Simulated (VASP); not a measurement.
Set up this calculation in VASP 6.6.1, as the native input.

```yaml
Task: single point
Functional: PBEsol
Potentials_or_basis: VASP PAW PBE potentials, release 64 (Ti_sv, Al)
Cutoff: 520 eV
k_mesh: 18 × 18 × 10
Occupations: gaussian, width 0.1 eV
Spin: no spin polarisation
Dipole_correction: no
Further_INCAR_settings: ALGO = Fast; EDIFF = 1e-06; NBANDS = 14
```

The structure of TiAl lies in POSCAR:

```
TiAl
1.0
    2.8989454804      0.0000000000      0.0000000000
   -1.4494727401      2.5105604302      0.0000000000
    0.0000000000      0.0000000000      4.5894333272
Ti Al
1 1
Direct
    0.0000000000      0.0000000000      0.0000000000
    0.3333333300      0.6666666700      0.5000000000
```

This cell differs from its parent crystal: strained.

These files were run (other wordings do the same):

INCAR

```
SYSTEM = TiAl
PREC = Accurate ; ENCUT = 520
EDIFF = 1E-6 ; ISMEAR = 0
SIGMA = 0.1 ; LREAL = .False.
LASPH = .True. ; NELM = 80
ALGO = Fast ; ISIF = 2
LWAVE = .False. ; LCHARG = .False.
GGA = PS ; NBANDS = 14
```

KPOINTS

```
Automatic mesh
0
Gamma
  18 18 10
  0 0 0
```

Potentials or basis: VASP PAW PBE potentials, release 64 (Ti_sv, Al).

Run with:

```console
$ cat potpaw_PBE.64/Ti_sv/POTCAR potpaw_PBE.64/Al/POTCAR > POTCAR
$ mpirun -np 1 vasp_std > vasp.out
```

It gave:

- Pressure: -2.7 GPa
- Band gap on the k mesh: zero (an odd number of electrons rules out a gap without spin polarisation)

Caveat: the cell differs from its parent crystal (strained); the PAW data sets were made with another functional, which shifts forces and pressure a little.

Run time: 78 s on 1 thread of Intel(R) Xeon(R) 6975P-C (Granite Rapids), on a shared host, peak memory 0.23 GiB.
